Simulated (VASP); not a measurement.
Runs of VASP 6.6.1 on SnO. The structure is that of space group P4/nmm (No. 129), or close to it. The cells are those of the table. 

| level | cell | gap on the mesh (eV) | pressure (GPa) | largest force (eV/Å) |
| --- | --- | --- | --- | --- |
| PBE | a = 3.755, b = 3.755, c = 4.782 Å, 4 atoms | none | 7.1 | 0.60 |
| PBE | a = 3.944, b = 3.944, c = 4.621 Å, 4 atoms | 0.55 | (a) | 0.48 |
| PBE | a = 3.906, b = 3.906, c = 4.661 Å, 4 atoms | 0.43 | 2.0 | 0.51 |
| PBE | a = 3.868, b = 3.868, c = 4.699 Å, 4 atoms | 0.30 | 3.2 | 0.53 |
| r2SCAN | a = 3.717, b = 3.717, c = 4.819 Å, 4 atoms | none | 4.6 | 0.13 |
| PBE | a = 3.793, b = 3.793, c = 4.758 Å, 4 atoms | none | 5.6 | 0.58 |
| PBE | a = 3.831, b = 3.831, c = 4.735 Å, 4 atoms | 0.13 | 4.4 | 0.55 |
| r2SCAN | a = 3.641, b = 3.641, c = 4.906 Å, 4 atoms | none | 8.1 | (c) |
| PBE | a = 3.679, b = 3.679, c = 4.862 Å, 4 atoms | none | 10.2 | 0.64 |
| PBE | a = 3.717, b = 3.717, c = 4.819 Å, 4 atoms | none | 8.6 | 0.61 |
| r2SCAN | a = 3.679, b = 3.679, c = 4.862 Å, 4 atoms | none | 6.3 | 0.14 |
| PBE | a = 3.641, b = 3.641, c = 4.906 Å, 4 atoms | none | (b) | 0.70 |

Alike in all rows: task single point; potentials or basis VASP PAW PBE potentials, release 64 (Sn_d, O); no spin polarisation; k mesh 6 × 6 × 6; cutoff (eV) 520; smearing fermi-dirac 0.02 eV.

Fill in the values left out.

(a) 1.0; (b) 11.8; (c) 0.15.

Caveats: spin-orbit coupling is left out, which moves the levels of the heavy elements; the PAW data sets were made with another functional, which shifts forces and pressure a little (some runs).

A k mesh can miss the band edges, and the runs leave out spin-orbit coupling on Sn.

A gap of «none» marks levels without a gap at the run's occupations.
